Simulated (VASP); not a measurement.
La2LuN3:

```
La Lu N
1.0
     3.19562   -4.87307    0.00000
     3.19562    4.87307    0.00000
     0.00000    0.00000    3.18091
La Lu N
2 1 3
Direct
  0.21563 0.78437 0.00000
  0.78437 0.21563 0.00000
  0.50000 0.50000 0.00000
  0.00000 0.00000 0.00000
  0.50000 0.00000 0.50000
  0.00000 0.50000 0.50000
```

The cell was generated, and may not be a known phase.

* Program: VASP 6.6.1
* Task: relaxation of cell and atoms
* Functional: PBE
* Potentials or basis: VASP PAW PBE potentials, release 64 (La, Lu, N)
* Cutoff: 600 eV
* k mesh: 4 × 4 × 6
* Occupations: gaussian, width 0.1 eV
* Spin: no spin polarisation

At the start: pressure 32.7 GPa; volume 16.51 Å³/atom.

Where does the relaxation end?

Over 33 steps the energy falls by 809.6 meV/atom and the volume is 20.47 Å³/atom (+24.0 %); space group Cmmm (No. 65, to 0.1 Å) before and after.

Step by step:
| step | energy change (eV) | largest force (eV/Å) | pressure (GPa) | volume (Å³) |
| --- | --- | --- | --- | --- |
| 1 | 0.0000 | 3.4897 | 32.65 | 99.07 |
| 2 | -2.5171 | 1.1047 | -9.19 | 155.51 |
| 3 | -3.1970 | 1.5801 | -1.82 | 133.19 |
| 4 | -3.1978 | 1.6067 | -1.50 | 132.44 |
| 5 | -3.6461 | 0.5991 | -0.68 | 132.33 |
| 6 | -3.9147 | 1.0649 | 1.36 | 131.08 |
| 7 | -4.0618 | 0.0572 | -1.03 | 135.52 |
| 8 | -4.0624 | 0.1199 | -1.13 | 135.78 |
| 9 | -4.0950 | 0.3952 | 0.40 | 132.83 |
| 10 | -4.0976 | 0.4947 | 0.97 | 131.86 |
| 11 | -4.1240 | 0.4739 | 0.84 | 131.72 |
| 12 | -4.2172 | 0.5156 | 0.38 | 131.05 |
| 13 | -4.5203 | 0.2996 | -0.88 | 128.51 |
| 14 | -1.9104 | 2.2908 | 7.72 | 118.19 |
| 15 | -4.5950 | 0.0787 | -1.14 | 127.81 |
| 16 | -4.5567 | 1.0161 | -1.15 | 125.49 |
| 17 | -4.6311 | 0.3915 | -1.32 | 127.09 |
| 18 | -4.6334 | 0.4612 | -1.35 | 126.93 |
| 19 | -4.6390 | 0.5410 | -1.45 | 126.80 |
| 20 | -4.6403 | 0.6123 | -1.52 | 126.68 |
| 21 | -4.6515 | 0.5819 | -1.47 | 126.56 |
| 22 | -4.6833 | 0.4921 | -1.35 | 126.18 |
| 23 | -4.7380 | 0.3145 | -0.98 | 125.42 |
| 24 | -4.8120 | 0.0387 | -0.16 | 123.87 |
| 25 | -4.8100 | 0.7377 | 1.95 | 120.64 |
| 26 | -4.8367 | 0.3843 | 0.76 | 122.30 |
| 27 | -4.8444 | 0.3184 | 0.45 | 122.62 |
| 28 | -4.8541 | 0.1602 | -0.29 | 123.38 |
| 29 | -4.8547 | 0.1064 | -0.60 | 123.64 |
| 30 | -4.8566 | 0.0672 | -0.28 | 123.24 |
| 31 | -4.8572 | 0.0466 | -0.18 | 123.02 |
| 32 | -4.8572 | 0.0028 | 0.17 | 122.58 |
| 33 | -4.8574 | 0.0294 | -0.01 | 122.81 |

Final structure:
```
La Lu N
1.0
     2.32028   -7.34297    0.00000
     2.32028    7.34297    0.00000
     0.00000    0.00000    3.60416
La Lu N
2 1 3
Direct
  0.16627 0.83373 0.00000
  0.83373 0.16627 0.00000
  0.50000 0.50000 0.00000
  0.00000 0.00000 0.00000
  0.50000 0.00000 0.50000
  0.00000 0.50000 0.50000
```

Caveat: the volume moved by over 15 % at a fixed basis, so the end points are rough.
